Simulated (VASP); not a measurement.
# Yb3Be2 (Pm-3m) in VASP: notebook, part 2 of 2

VASP 6.6.1. Earlier steps stand in the parts before.

### 3 Single point, PBE, collinear spin, ferromagnetic start

This run uses another cell than the first one, of 28.21 Å³/atom.

File INCAR:

```
SYSTEM = Yb3Be2
  ALGO = Normal
  EDIFF = 1E-6
  ENCUT = 520
  GGA = PE
  ISIF = 2
  ISMEAR = 0
  ISPIN = 2
  LASPH = .True.
  LCHARG = .False.
  LMAXMIX = 6
  LORBIT = 11
  LREAL = .False.
  LWAVE = .False.
  MAGMOM = 1 1 1 0 0
  NBANDS = 50
  NELM = 150
  PREC = Accurate
  SIGMA = 0.1
```

File KPOINTS:

```
k-points
0
Gamma
  4 4 4
  0 0 0
```

File POSCAR:

```
Yb3Be2
1.0
    5.2057437382      0.0000000000      0.0000000000
    0.0000000000      5.2057437382      0.0000000000
    0.0000000000      0.0000000000      5.2057437382
Yb Be
3 2
Direct
    0.0000000000      0.5000000000      0.5000000000
    0.5000000000      0.0000000000      0.5000000000
    0.5000000000      0.5000000000      0.0000000000
    0.0000000000      0.0000000000      0.0000000000
    0.5000000000      0.5000000000      0.5000000000
```

Potentials or basis: VASP PAW PBE potentials, release 64 (Yb, Be).

Command:

```
$ cat potpaw_PBE.64/Yb/POTCAR potpaw_PBE.64/Be/POTCAR > POTCAR
$ mpirun -np 1 vasp_std > vasp.out
```

OUTCAR:

```text
SYSTEM = Yb3Be2
   EDIFF = 1E-6
   ENCUT = 520
   GGA = PE
   ISIF = 2
   ISMEAR = 0
   ISPIN = 2
   LASPH = .True.
   LORBIT = 11
   LREAL = .False.
   NELM = 150
   PREC = Accurate

 ion  position               nearest neighbor table
   1  0.000  0.500  0.500-   5 2.60   5 2.60   2 3.68   3 3.68   2 3.68   2 3.68   3 3.68   3 3.68
                             3 3.68   2 3.68
   2  0.500  0.000  0.500-   5 2.60   5 2.60   1 3.68   3 3.68   1 3.68   3 3.68   3 3.68   3 3.68
                             1 3.68   1 3.68
   3  0.500  0.500  0.000-   5 2.60   5 2.60   1 3.68   1 3.68   2 3.68   2 3.68   2 3.68   2 3.68
                             1 3.68   1 3.68
   4  0.000  0.000  0.000-
   5  0.500  0.500  0.500-   1 2.60   2 2.60   3 2.60   3 2.60   2 2.60   1 2.60

  LATTYP: Found a simple cubic cell.
 ALAT       =     5.2057437382

  Lattice vectors:

 A1 = (   5.2057437382,   0.0000000000,   0.0000000000)
 A2 = (   0.0000000000,   5.2057437382,   0.0000000000)
 A3 = (   0.0000000000,   0.0000000000,   5.2057437382)

Analysis of symmetry for initial positions (statically):
=====================================================================
 Subroutine PRICEL returns:
 Original cell was already a primitive cell.

 Routine SETGRP: Setting up the symmetry group for a
 simple cubic supercell.

 Subroutine GETGRP returns: Found 48 space group operations
 (whereof 48 operations were pure point group operations)
 out of a pool of 48 trial point group operations.

The static configuration has the point symmetry O_h .

Analysis of symmetry for dynamics (positions and initial velocities):
=====================================================================
 Subroutine PRICEL returns:
 Original cell was already a primitive cell.

 Routine SETGRP: Setting up the symmetry group for a
 simple cubic supercell.

 Subroutine GETGRP returns: Found 48 space group operations
 (whereof 48 operations were pure point group operations)
 out of a pool of 48 trial point group operations.

The dynamic configuration has the point symmetry O_h .

Analysis of structural, dynamic, and magnetic symmetry:
=====================================================================
 Subroutine PRICEL returns:
 Original cell was already a primitive cell.

 Routine SETGRP: Setting up the symmetry group for a
 simple cubic supercell.

 Subroutine GETGRP returns: Found 48 space group operations
 (whereof 48 operations were pure point group operations)
 out of a pool of 48 trial point group operations.

The overall configuration has the point symmetry O_h .

 Subroutine INISYM returns: Found 48 space group operations
 (whereof 48 operations are pure point group operations),
 and found     1 'primitive' translations

----------------------------------------------------------------------------------------

                                     Primitive cell

  volume of cell :     141.0744

  direct lattice vectors                    reciprocal lattice vectors
     5.205743738  0.000000000  0.000000000     0.192095510  0.000000000  0.000000000
     0.000000000  5.205743738  0.000000000     0.000000000  0.192095510  0.000000000
     0.000000000  0.000000000  5.205743738     0.000000000  0.000000000  0.192095510
[... 79 lines left out ...]
   IBRION =     -1    ionic relax: 0-MD 1-quasi-New 2-CG
   NFREE  =      0    steps in history (QN), initial steepest desc. (CG)
   ISIF   =      2    stress and relaxation
   ISYM   =      2    0-nonsym 1-usesym 2-fastsym
   POTIM  = 0.5000    time-step for ionic-motion
   TEBEG  =    0.0;   TEEND  =   0.0 temperature during run
   PSTRESS=    0.0 pullay stress
   NELECT =      76.0000    total number of electrons
   NUPDOWN=      -1.0000    fix difference up-down
   EMIN   =  10.00;   EMAX   =-10.00  energy-range for DOS
   EFERMI =   0.00;   METHOD = LEGACY
   ISMEAR =     0;   SIGMA  =   0.10  broadening in eV -4-tet -1-fermi 0-gaus
   EFERMI_NEDOS =   21; number of points for ismear=-14 and -15
   IALGO  =     38    algorithm
   IMIX   =      4    mixing-type and parameters
     AMIX     =   0.40;   BMIX     =  1.00
     AMIX_MAG =   1.60;   BMIX_MAG =  1.00
  volume/ion in A,a.u.               =      28.21       190.40
  Fermi-wavevector in a.u.,A,eV,Ry     =   1.332079  2.517264 24.142639  1.774434
  Thomas-Fermi vector in A             =   2.461041
   LORBIT       =     11    0 simple, 1 ext, 2 COOP (PROOUT), +10 PAW based schemes
   GGA     = PE    functional components
   LHFCALC =     F    Hartree Fock is set to
   AEXX    =    0.0000 exact exchange contribution
   IVDW    =     0    specifies the selected vdW correction
   LEPSILON=     F    determine dielectric tensor
   LRPA    =     F    only Hartree local field effects (RPA)
 spin polarized calculation
 Gauss-broadening in eV      SIGMA  =   0.10
  energy-cutoff  :      520.00
  volume of cell :      141.07
 maximum number of plane-waves:      3840
 NGX is ok and might be reduce to    40
   NGX = 19   NGY = 19   NGZ = 19

 number of electron      75.9999925 magnetization       0.0269123

 Free energy of the ion-electron system (eV)
  ---------------------------------------------------
  ext. energy  EPLUGINS =         0.00000000
  ---------------------------------------------------
  free energy    TOTEN  =       -14.93815683 eV

  energy without entropy =      -14.88342259  energy(sigma->0) =      -14.91078971

 E-fermi :   1.4073     XC(G=0):  -9.0820

 val. band max:        1.4036609817   @ k =   0.5000   0.2500   0.0000
 cond. band min:       1.4078909805   @ k =   0.5000   0.2500   0.0000
 fundamental gap:      0.0042299987
 Fermi energy:         1.4073281944

 spin component 1

 k-point     1 :       0.0000    0.0000    0.0000
  band No.  band energies     occupation
      1     -50.2816      1.00000
      2     -50.2633      1.00000
      3     -50.2633      1.00000
      4     -22.7367      1.00000
      5     -22.7367      1.00000
      6     -22.7367      1.00000
[... 519 lines left out ...]
     49       6.3031      0.00000
     50       6.3031      0.00000
 Fermi energy:         1.4073281944

 spin component 2

 k-point     1 :       0.0000    0.0000    0.0000
  band No.  band energies     occupation
      1     -50.2805      1.00000
      2     -50.2622      1.00000
      3     -50.2622      1.00000
      4     -22.7350      1.00000
      5     -22.7350      1.00000
      6     -22.7350      1.00000
[... 519 lines left out ...]
     49       6.3061      0.00000
     50       6.3061      0.00000

------------------------ aborting loop because EDIFF is reached ----------------------------------------

  FORCE on cell =-STRESS in cart. coord.  units (eV):
  Direction    XX          YY          ZZ          XY          YZ          ZX
  --------------------------------------------------------------------------------------
  -------------------------------------------------------------------------------------
  Total        1.3556179      1.3556179      1.3556179     -0.0000000     -0.0000000     -0.0000000
  in kB       15.3957032     15.3957032     15.3957032     -0.0000000     -0.0000000     -0.0000000
  external PRESSURE =      15.3957032 kB  Pullay stress =       0.0000000 kB

 VOLUME and BASIS-vectors are now :
 -----------------------------------------------------------------------------
  energy-cutoff  :      520.00
  volume of cell :      141.07
      direct lattice vectors                 reciprocal lattice vectors
     5.205743738  0.000000000  0.000000000     0.192095510  0.000000000  0.000000000
     0.000000000  5.205743738  0.000000000     0.000000000  0.192095510  0.000000000
     0.000000000  0.000000000  5.205743738     0.000000000  0.000000000  0.192095510

 POSITION                                       TOTAL-FORCE (eV/Angst)
 -----------------------------------------------------------------------------------
      0.00000      2.60287      2.60287         0.000000      0.000000      0.000000
      2.60287      0.00000      2.60287         0.000000      0.000000      0.000000
      2.60287      2.60287      0.00000         0.000000      0.000000      0.000000
      0.00000      0.00000      0.00000         0.000000      0.000000      0.000000
      2.60287      2.60287      2.60287         0.000000      0.000000      0.000000
 -----------------------------------------------------------------------------------
    total drift:                               -0.000000      0.000000     -0.000000

  FREE ENERGIE OF THE ION-ELECTRON SYSTEM (eV)
  ---------------------------------------------------
  free  energy   TOTEN  =       -14.9381568315 eV

  energy  without entropy=      -14.8834225892  energy(sigma->0) =      -14.91078971

 total charge

# of ion       s       p       d       f       tot
--------------------------------------------------
    1        2.198   6.025   0.321  13.566  22.111
    2        2.198   6.025   0.321  13.566  22.111
    3        2.198   6.025   0.321  13.566  22.111
    4        0.415   0.267   0.000   0.000   0.682
    5        0.582   0.579   0.000   0.000   1.161
--------------------------------------------------
tot          7.592  18.921   0.964  40.699  68.176

 magnetization (x)

# of ion       s       p       d       f       tot
--------------------------------------------------
    1        0.000   0.001   0.001   0.000   0.002
    2        0.000   0.001   0.001   0.000   0.002
    3        0.000   0.001   0.001   0.000   0.002
    4       -0.000   0.001   0.000   0.000   0.000
    5       -0.000   0.002   0.000   0.000   0.002
--------------------------------------------------
tot         -0.000   0.005   0.004   0.000   0.009
```

Run time: 20 min. Hardware: 1 thread of Intel Xeon Platinum 8259CL at 2.50GHz (Skylake/Cascade Lake), shared host; peak memory 0.36 GiB.

What came out:

```yaml
Free_energy: -14.9382 eV
Pressure: 1.5 GPa
Band_gap_on_the_k_mesh: zero (filled and empty bands overlap)
Net_moment: 0.03 μB per cell
Valence_electrons_inside_the_program's_atomic_spheres: Yb 22.11; Be 0.68, 1.16
```

Levels at points of the mesh, in eV from the Fermi level:
Spin up:
```tsv
k point	band 34	band 35	band 36	band 37	band 38	band 39	band 40	band 41	band 42	band 43
(0.00, 0.00, 0.00)	-0.35	-0.35	0.06	0.06	0.41	0.41	0.41	0.76	0.76	0.76
(0.50, 0.00, 0.00)	-0.37	-0.37	-0.37	0.07	0.22	0.22	0.41	0.41	1.18	1.44
(0.50, 0.50, 0.00)	-0.38	-0.37	-0.37	-0.36	-0.17	0.28	0.29	0.29	2.05	2.05
(0.50, 0.50, 0.50)	-0.41	-0.40	-0.35	-0.35	-0.35	-0.16	-0.16	-0.16	2.44	2.44
```
Spin down:
```tsv
k point	band 36	band 37	band 38	band 39	band 40	band 41
(0.00, 0.00, 0.00)	0.07	0.07	0.42	0.42	0.42	0.77
(0.50, 0.00, 0.00)	-0.37	0.07	0.22	0.22	0.41	0.41
(0.50, 0.50, 0.00)	-0.37	-0.36	-0.16	0.28	0.30	0.30
(0.50, 0.50, 0.50)	-0.35	-0.35	-0.35	-0.16	-0.16	-0.16
```

Caveat: spin-orbit coupling is left out, which moves the levels of the heavy elements.

The gap in the log of VASP goes by the Fermi energy; the results here count the filled bands.